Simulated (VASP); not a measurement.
**TePb: electric field gradients with PBEsol**

The system is TePb.

```
Te Pb
1.0
     0.00000    3.23772    3.23772
     3.23772    0.00000    3.23772
     3.23772    3.23772    0.00000
Te Pb
1 1
Direct
  0.50000 0.50000 0.50000
  0.00000 0.00000 0.00000
```

This cell differs from its parent crystal: volume scaled by 1.01.

| Item | Value |
| --- | --- |
| Program | VASP 6.6.1 |
| Task | electric field gradients |
| Functional | PBEsol |
| Potentials or basis | VASP PAW PBE potentials, release 64 (Te, Pb_d) |
| Cutoff | 520 eV |
| k mesh | 10 × 10 × 10 |
| Occupations | fermi-dirac, width 0.03 eV |
| Spin | no spin polarisation |
| Dipole correction | no |
| Further INCAR settings | ALGO = Normal; EDIFF = 1e-08; NBANDS = 17 |

* Pressure: -0.7 GPa
* Band gap on the k mesh: 0.68 eV, direct

Levels at points of the mesh, in eV from the valence-band top:
```
           k point  band 7  band 8  band 9  band 10  band 11  band 12  band 13  band 14
(0.00, 0.00, 0.00)   -5.63   -1.31   -1.31    -1.31     4.05     4.05     4.05     5.77
(0.50, 0.00, 0.00)   -8.57   -0.85   -0.85     0.00     0.68     1.26     1.26     8.28
(0.50, 0.50, 0.00)   -7.30   -4.47   -2.76    -2.76     3.24     5.44     5.44     6.65
```

Run time: 80 s on 1 thread of Intel(R) Xeon(R) Platinum 8375C CPU @ 2.90GHz (Ice Lake), with other jobs on the host, peak memory 0.23 GiB.

Caveat: without QUAD_EFG the Cq values of the log hold for a quadrupole moment of 1 mb, not for the nuclei; the PAW data sets were made with another functional, which shifts forces and pressure a little; spin-orbit coupling is left out, which moves the levels of the heavy elements. A k mesh can miss the band edges.
